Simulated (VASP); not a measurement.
# AlPd4 (Im-3m) in VASP: a series of runs

AlPd4 is run at these levels: PBE; tasks: single point.

Everything below comes from runs of VASP 6.6.1. Logs are shortened: lines on timing, memory, paths and dates and some standing lists are left out, and cuts for length are marked.

## 1. The cell of the first run

Symmetry: Im-3m, No. 229, cubic system. The conventional cell has a = 5.274 Å, b = 5.274 Å, c = 5.274 Å, α = 90.00°, β = 90.00°, γ = 90.00°. Al (site symmetry m-3m) has 8 Pd at 2.28 Å within 3.0 Å. Pd (site symmetry -3m) has 2 Al at 2.28 Å and 6 Pd at 2.64 Å within 3.0 Å.

## 2. Single point, PBE

Input file INCAR:

```
SYSTEM = AlPd4
PREC = Accurate ; ENCUT = 520
EDIFF = 1E-7 ; ISMEAR = 0
SIGMA = 0.1 ; LREAL = .FALSE.
LASPH = .TRUE. ; NELM = 100
ALGO = Normal ; ISIF = 2
LWAVE = .FALSE. ; LCHARG = .FALSE.
GGA = PE ; NBANDS = 30
```

Input file KPOINTS:

```
regular mesh
0
G
  6 6 6
  0 0 0
```

Input file POSCAR:

```
AlPd4
1.0
   -2.6369476300      2.6369476300      2.6369476300
    2.6369476300     -2.6369476300      2.6369476300
    2.6369476300      2.6369476300     -2.6369476300
Al Pd
1 4
Direct
    0.0000000000      0.0000000000      0.0000000000
    0.0000000000      0.0000000000      0.5000000000
    0.0000000000      0.5000000000      0.0000000000
    0.5000000000      0.0000000000      0.0000000000
    0.5000000000      0.5000000000      0.5000000000
```

Potentials or basis: VASP PAW PBE potentials, release 64 (Al, Pd).

Started as:

```bash
> cat potpaw_PBE.64/Al/POTCAR potpaw_PBE.64/Pd/POTCAR > POTCAR
> mpirun -np 1 vasp_std > vasp.out
```

OUTCAR:

```text
SYSTEM = AlPd4
   PREC = Accurate
   ENCUT = 520
   EDIFF = 1E-7
   ISMEAR = 0
   LREAL = .FALSE.
   LASPH = .TRUE.
   NELM = 100
   ISIF = 2
   GGA = PE

 ion  position               nearest neighbor table
   1  0.000  0.000  0.000-   2 2.28   3 2.28   4 2.28   5 2.28   2 2.28   3 2.28   4 2.28   5 2.28

   2  0.000  0.000  0.500-   1 2.28   1 2.28   4 2.64   5 2.64   3 2.64   3 2.64   4 2.64   5 2.64

   3  0.000  0.500  0.000-   1 2.28   1 2.28   4 2.64   5 2.64   2 2.64   2 2.64   5 2.64   4 2.64

   4  0.500  0.000  0.000-   1 2.28   1 2.28   3 2.64   5 2.64   5 2.64   2 2.64   2 2.64   3 2.64

   5  0.500  0.500  0.500-   1 2.28   1 2.28   3 2.64   4 2.64   4 2.64   3 2.64   2 2.64   2 2.64

  LATTYP: Found a body centered cubic cell.
 ALAT       =     5.2738952600

  Lattice vectors:

 A1 = (  -2.6369476300,   2.6369476300,   2.6369476300)
 A2 = (   2.6369476300,  -2.6369476300,   2.6369476300)
 A3 = (   2.6369476300,   2.6369476300,  -2.6369476300)

Analysis of symmetry for initial positions (statically):
=====================================================================
 Subroutine PRICEL returns:
 Original cell was already a primitive cell.

 Routine SETGRP: Setting up the symmetry group for a
 body centered cubic supercell.

 Subroutine GETGRP returns: Found 48 space group operations
 (whereof 48 operations were pure point group operations)
 out of a pool of 48 trial point group operations.

The static configuration has the point symmetry O_h .

Analysis of symmetry for dynamics (positions and initial velocities):
=====================================================================
 Subroutine PRICEL returns:
 Original cell was already a primitive cell.

 Routine SETGRP: Setting up the symmetry group for a
 body centered cubic supercell.

 Subroutine GETGRP returns: Found 48 space group operations
 (whereof 48 operations were pure point group operations)
 out of a pool of 48 trial point group operations.

The dynamic configuration has the point symmetry O_h .

 Subroutine INISYM returns: Found 48 space group operations
 (whereof 48 operations are pure point group operations),
 and found     1 'primitive' translations

----------------------------------------------------------------------------------------

                                     Primitive cell

  volume of cell :      73.3440

  direct lattice vectors                    reciprocal lattice vectors
    -2.636947630  2.636947630  2.636947630     0.000000000  0.189613170  0.189613170
     2.636947630 -2.636947630  2.636947630     0.189613170  0.000000000  0.189613170
     2.636947630  2.636947630 -2.636947630     0.189613170  0.189613170  0.000000000

  length of vectors
     4.567327272  4.567327272  4.567327272     0.268153517  0.268153517  0.268153517

  position of ions in fractional coordinates (direct lattice)
     0.000000000  0.000000000  0.000000000
     0.000000000  0.000000000  0.500000000
     0.000000000  0.500000000  0.000000000
     0.500000000  0.000000000  0.000000000
     0.500000000  0.500000000  0.500000000

  ion indices of the primitive-cell ions
   primitive index   ion index
                 1           1
                 2           2
                 3           3
                 4           4
                 5           5

----------------------------------------------------------------------------------------

 KPOINTS: regular mesh

Automatic generation of k-mesh.
 Grid dimensions read from file:
 generate k-points for:    6    6    6

 Generating k-lattice:

  Cartesian coordinates                     Fractional coordinates (reciprocal lattice)
     0.000000000  0.031602195  0.031602195     0.166666667  0.000000000  0.000000000
     0.031602195  0.000000000  0.031602195     0.000000000  0.166666667  0.000000000
     0.031602195  0.031602195  0.000000000     0.000000000  0.000000000  0.166666667

  Length of vectors
     0.044692253  0.044692253  0.044692253

  Shift w.r.t. Gamma in fractional coordinates (k-lattice)
     0.000000000  0.000000000  0.000000000

 Subroutine IBZKPT returns following result:
 ===========================================

 Found     16 irreducible k-points:

 Following reciprocal coordinates:
            Coordinates               Weight
  0.000000  0.000000  0.000000      1.000000
  0.166667  0.000000  0.000000     12.000000
  0.333333  0.000000  0.000000     12.000000
  0.500000  0.000000  0.000000      6.000000
  0.166667  0.166667  0.000000     24.000000
  0.333333  0.166667  0.000000     48.000000
[... 8 lines left out ...]
  0.500000  0.500000  0.333333     12.000000
  0.500000  0.500000  0.500000      1.000000
   k-points           NKPTS =     16   k-points in BZ     NKDIM =     16   number of bands    NBANDS=     30
   number of dos      NEDOS =    301   number of ions     NIONS =      5
   total plane-waves  NPLWV =  46656
   dimension x,y,z NGX =    36 NGY =   36 NGZ =   36
   dimension x,y,z NGXF=    72 NGYF=   72 NGZF=   72
   ions per type =               1   4
   NGX,Y,Z   is equivalent  to a cutoff of  13.10, 13.10, 13.10 a.u.
   NGXF,Y,Z  is equivalent  to a cutoff of  26.21, 26.21, 26.21 a.u.
 SYSTEM =  AlPd4
   PREC   = accura    normal or accurate (medium, high low for compatibility)
   ISTART =      0    job   : 0-new  1-cont  2-samecut
   ICHARG =      2    charge: 1-file 2-atom 10-const
   ISPIN  =      1    spin polarized calculation?
   LNONCOLLINEAR =      F non collinear calculations
   LSORBIT =      F    spin-orbit coupling
   LASPH  =      T    aspherical Exc in radial PAW
   ENCUT  =  520.0 eV  38.22 Ry    6.18 a.u.   8.49  8.49  8.49*2*pi/ulx,y,z
   NELM   =    100;   NELMIN=  2; NELMDL= -5     # of ELM steps
   EDIFF  = 0.1E-06   stopping-criterion for ELM
   LREAL  =      F    real-space projection
   EDIFFG = 0.1E-05   stopping-criterion for IOM
   NSW    =      0    number of steps for IOM
   IBRION =     -1    ionic relax: 0-MD 1-quasi-New 2-CG
   NFREE  =      0    steps in history (QN), initial steepest desc. (CG)
   ISIF   =      2    stress and relaxation
   ISYM   =      2    0-nonsym 1-usesym 2-fastsym
   POTIM  = 0.5000    time-step for ionic-motion
   TEBEG  =    0.0;   TEEND  =   0.0 temperature during run
   PSTRESS=    0.0 pullay stress
   NELECT =      43.0000    total number of electrons
   NUPDOWN=      -1.0000    fix difference up-down
   EMIN   =  10.00;   EMAX   =-10.00  energy-range for DOS
   EFERMI =   0.00;   METHOD = LEGACY
   ISMEAR =     0;   SIGMA  =   0.10  broadening in eV -4-tet -1-fermi 0-gaus
   EFERMI_NEDOS =   21; number of points for ismear=-14 and -15
   IALGO  =     38    algorithm
   IMIX   =      4    mixing-type and parameters
     AMIX     =   0.40;   BMIX     =  1.00
     AMIX_MAG =   1.60;   BMIX_MAG =  1.00
  volume/ion in A,a.u.               =      14.67        98.99
  Fermi-wavevector in a.u.,A,eV,Ry     =   1.370175  2.589256 25.543312  1.877380
  Thomas-Fermi vector in A             =   2.495985
   LORBIT       =      0    0 simple, 1 ext, 2 COOP (PROOUT), +10 PAW based schemes
   GGA     = PE    functional components
   LHFCALC =     F    Hartree Fock is set to
   AEXX    =    0.0000 exact exchange contribution
   IVDW    =     0    specifies the selected vdW correction
   LEPSILON=     F    determine dielectric tensor
   LRPA    =     F    only Hartree local field effects (RPA)
 non-spin polarized calculation
 Gauss-broadening in eV      SIGMA  =   0.10
  energy-cutoff  :      520.00
  volume of cell :       73.34
 maximum number of plane-waves:      2006
 NGX is ok and might be reduce to    36
   NGX = 17   NGY = 17   NGZ = 17

 number of electron      42.9999990 magnetization

 Free energy of the ion-electron system (eV)
  ---------------------------------------------------
  ext. energy  EPLUGINS =         0.00000000
  ---------------------------------------------------
  free energy    TOTEN  =       -23.19020450 eV

  energy without entropy =      -23.17568305  energy(sigma->0) =      -23.18294378

 E-fermi :   9.5279     XC(G=0): -12.4723

 val. band max:        9.4537011999   @ k =  -0.3333   0.5000   0.1667
 cond. band min:       9.5455082747   @ k =   0.5000   0.5000   0.3333
 fundamental gap:      0.0918070748
 Fermi energy:         9.5278765072

 k-point     1 :       0.0000    0.0000    0.0000
  band No.  band energies     occupation
      1       0.1158      2.00000
      2       3.8265      2.00000
      3       3.8265      2.00000
      4       3.9512      2.00000
      5       4.7548      2.00000
      6       4.7548      2.00000
[... 22 lines left out ...]
     29      18.7447      0.00000
     30      18.7447      0.00000

 k-point     2 :       0.1667    0.0000    0.0000
  band No.  band energies     occupation
      1       0.4131      2.00000
      2       3.9950      2.00000
      3       4.0046      2.00000
      4       4.2020      2.00000
      5       4.9132      2.00000
      6       4.9471      2.00000
[... 22 lines left out ...]
     29      19.2595      0.00000
     30      19.8397      0.00000

 k-point     3 :       0.3333    0.0000    0.0000
  band No.  band energies     occupation
      1       1.1919      2.00000
      2       4.1604      2.00000
      3       4.5032      2.00000
      4       4.5980      2.00000
      5       4.8909      2.00000
      6       5.1844      2.00000
[... 22 lines left out ...]
     29      19.9324      0.00000
     30      20.1820      0.00000

 k-point     4 :       0.5000    0.0000    0.0000
  band No.  band energies     occupation
      1       1.8183      2.00000
      2       3.6722      2.00000
      3       4.8276      2.00000
      4       5.0024      2.00000
      5       5.0891      2.00000
      6       5.4237      2.00000
[... 352 lines left out ...]
     29      18.2055      0.00000
     30      19.6656      0.00000

 k-point    15 :       0.5000    0.5000    0.3333
  band No.  band energies     occupation
      1       2.7411      2.00000
      2       3.3246      2.00000
      3       3.5308      2.00000
      4       4.8559      2.00000
      5       4.9015      2.00000
      6       4.9312      2.00000
[... 22 lines left out ...]
     29      18.4947      0.00000
     30      19.6751      0.00000

 k-point    16 :       0.5000    0.5000    0.5000
  band No.  band energies     occupation
      1       3.2142      2.00000
      2       3.2142      2.00000
      3       3.2142      2.00000
      4       4.7859      2.00000
      5       4.8578      2.00000
      6       4.8578      2.00000
[... 22 lines left out ...]
     29      17.5970      0.00000
     30      19.2861      0.00000

------------------------ aborting loop because EDIFF is reached ----------------------------------------

  FORCE on cell =-STRESS in cart. coord.  units (eV):
  Direction    XX          YY          ZZ          XY          YZ          ZX
  --------------------------------------------------------------------------------------
  -------------------------------------------------------------------------------------
  Total       16.8916679     16.8916679     16.8916679     -0.0000000     -0.0000000     -0.0000000
  in kB      368.9934113    368.9934113    368.9934113     -0.0000000     -0.0000000     -0.0000000
  external PRESSURE =     368.9934113 kB  Pullay stress =       0.0000000 kB

 VOLUME and BASIS-vectors are now :
 -----------------------------------------------------------------------------
  energy-cutoff  :      520.00
  volume of cell :       73.34
      direct lattice vectors                 reciprocal lattice vectors
    -2.636947630  2.636947630  2.636947630     0.000000000  0.189613170  0.189613170
     2.636947630 -2.636947630  2.636947630     0.189613170  0.000000000  0.189613170
     2.636947630  2.636947630 -2.636947630     0.189613170  0.189613170  0.000000000

 POSITION                                       TOTAL-FORCE (eV/Angst)
 -----------------------------------------------------------------------------------
      0.00000      0.00000      0.00000        -0.000000     -0.000000     -0.000000
      1.31847      1.31847     -1.31847         0.000000      0.000000     -0.000000
      1.31847     -1.31847      1.31847         0.000000     -0.000000      0.000000
     -1.31847      1.31847      1.31847        -0.000000     -0.000000     -0.000000
      1.31847      1.31847      1.31847        -0.000000      0.000000      0.000000
 -----------------------------------------------------------------------------------
    total drift:                                0.000000     -0.000000      0.000000

  FREE ENERGIE OF THE ION-ELECTRON SYSTEM (eV)
  ---------------------------------------------------
  free  energy   TOTEN  =       -23.1902044989 eV

  energy  without entropy=      -23.1756830543  energy(sigma->0) =      -23.18294378
```

Run time: 38 s. Hardware: 1 thread of Intel Xeon 6975P-C, shared host; peak memory 0.21 GiB.

What came out:

```
Free energy : -23.1902 eV
Pressure    : 36.9 GPa
```

## 3. Single point, PBE

This run uses another cell than the first one, of 17.94 Å³/atom, 1.223 times its volume.

Input file INCAR:

```
  PREC = Accurate
  ENCUT = 520
  EDIFF = 1E-6
  ISMEAR = 0
  SIGMA = 0.1
  LREAL = F
  LASPH = T
  NELM = 100
  ALGO = Fast
  ISIF = 2
  LWAVE = F
  LCHARG = T
  GGA = PE
  LELF = T
  LVHAR = T
  NBANDS = 30
```

Input file KPOINTS:

```
regular mesh
0
Gamma
  6 6 6
```

Changes to POSCAR since step 2:

```diff
@@ -2,5 +2,5 @@
 1.0
-   -2.6369476300      2.6369476300      2.6369476300
-    2.6369476300     -2.6369476300      2.6369476300
-    2.6369476300      2.6369476300     -2.6369476300
+   -2.8201340695      2.8201340695      2.8201340695
+    2.8201340695     -2.8201340695      2.8201340695
+    2.8201340695      2.8201340695     -2.8201340695
 Al Pd
```

Potentials or basis: VASP PAW PBE potentials, release 64 (Al, Pd).

Started as:

```bash
> cat potpaw_PBE.64/Al/POTCAR potpaw_PBE.64/Pd/POTCAR > POTCAR
> mpirun -np 1 vasp_std > vasp.out
```

Run time: 42 s. Hardware: 1 thread of Intel Xeon 6975P-C, shared host; peak memory 0.22 GiB.

The run converged. Its results:

* Free energy: -24.7635 eV
* Pressure: 0.4 GPa

Levels at points of the mesh, in eV from the Fermi level:
| k point | band 17 | band 18 | band 19 | band 20 | band 21 | band 22 | band 23 | band 24 | band 25 | band 26 |
| --- | --- | --- | --- | --- | --- | --- | --- | --- | --- | --- |
| (0.00, 0.00, 0.00) | -0.51 | -0.51 | 0.32 | 0.32 | 0.32 | 0.85 | 0.85 | 0.85 | 4.84 | 4.84 |
| (0.50, 0.00, 0.00) | -1.32 | -1.14 | -1.07 | -0.89 | -0.87 | -0.79 | 2.44 | 2.79 | 2.80 | 3.84 |
| (0.50, 0.50, 0.50) | -0.92 | -0.31 | -0.31 | 0.38 | 0.38 | 0.40 | 0.40 | 2.61 | 2.61 | 2.61 |

(Continued in part 2 of 2.)
